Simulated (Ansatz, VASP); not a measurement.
## I: VASP beside Ansatz

```
CELL_PARAMETERS angstrom
3.38135 0.00000 0.00000
0.00000 3.38135 0.00000
0.00000 0.00000 3.38135
ATOMIC_POSITIONS crystal
I 0.00000 0.00000 0.00000
```

Alike in both runs: task single point; functional PBEsol; k mesh 11 × 11 × 11; occupations fermi-dirac, width 0.1 eV; no spin polarisation.

|  | VASP | Ansatz |
| --- | --- | --- |
| version | VASP 6.6.1 | Ansatz 0.2.0 |
| potentials or method | VASP PAW PBE potentials, release 64 (I), cutoff 520 eV | all-electron LAPW, scalar-relativistic |

```tsv
	VASP	Ansatz	Ansatz less VASP
pressure (GPa)	0.0	0.0	0.00
```

VASP's potentials were made for PBE, not for PBEsol. Ansatz ran all-electron here, and VASP with PAW potentials.

Spin-orbit coupling is off throughout.
